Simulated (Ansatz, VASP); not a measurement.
**KSrBr3: VASP beside Ansatz**

Contents of POSCAR:

```
KSrBr3
1.0
    5.8780615745      0.0000000000      0.0000000000
    0.0000000000      5.8780615745      0.0000000000
    0.0000000000      0.0000000000      5.8780615745
K Sr Br
1 1 3
Direct
    0.0000000000      0.0000000000      0.0000000000
    0.5000000000      0.5000000000      0.5000000000
    0.5000000000      0.5000000000      0.0000000000
    0.5000000000      0.0000000000      0.5000000000
    0.0000000000      0.5000000000      0.5000000000
```

File INCAR.step1:

```
SYSTEM = KSrBr3
  PREC = Accurate
  ENCUT = 520
  ISMEAR = 0
  SIGMA = 0.01
  LREAL = .FALSE.
  LASPH = .TRUE.
  NELM = 60
  NBANDS = 28
  GGA = PE
  ALGO = Normal
  EDIFF = 1E-4
  LWAVE = .TRUE.
  LCHARG = .FALSE.
```

INCAR.step2

```
SYSTEM = KSrBr3
  PREC = Accurate
  ENCUT = 520
  EDIFF = 1E-7
  ISMEAR = 0
  SIGMA = 0.01
  LREAL = .FALSE.
  LASPH = .TRUE.
  NELM = 60
  ALGO = Normal
  ISIF = 2
  LWAVE = .FALSE.
  LCHARG = .FALSE.
  METAGGA = R2SCAN
  LMIXTAU = .TRUE.
  NBANDS = 28
  ISTART = 1
```

Contents of KPOINTS:

```
Automatic mesh
0
G
  4 4 4
  0 0 0
```

Input for Ansatz:

```yaml
crystal:
  lattice:
    - [5.8780615745, 0.0, 0.0]
    - [0.0, 5.8780615745, 0.0]
    - [0.0, 0.0, 5.8780615745]
  atoms:
    - { symbol: K, position: [0.0, 0.0, 0.0] }
    - { symbol: Sr, position: [0.5, 0.5, 0.5] }
    - { symbol: Br, position: [0.5, 0.5, 0.0] }
    - { symbol: Br, position: [0.5, 0.0, 0.5] }
    - { symbol: Br, position: [0.0, 0.5, 0.5] }
kpoints:
  mp_grid: { grid: [4, 4, 4] }
hamiltonian:
  xc: r2scan
scf:
  occupations: { method: fixed }
  n_extra_bands: 5
output:
  forces: true
  stress: true
  eigenvalues: true
```

Alike in both runs: task single point; functional r2SCAN; k mesh 4 × 4 × 4; no spin polarisation.

|  | VASP | Ansatz |
| --- | --- | --- |
| version | VASP 6.6.1 | Ansatz 0.2.0 |
| potentials or method | VASP PAW PBE potentials, release 64 (K_sv, Sr_sv, Br) | plane waves, PAW |
| plane-wave cutoff (eV) | 520 | 500 |
| occupations | gaussian, width 0.01 eV | fixed |
| valence electrons in the cell | 40 | 40 |

|  | VASP | Ansatz | Ansatz less VASP |
| --- | --- | --- | --- |
| gap on the k mesh at the Fermi level (eV) | 4.47 | 4.47 | -0.001 |
| pressure (GPa) | 0.7 | 0.6 | -0.05 |

VASP's potentials were made for PBE, not for r2SCAN.
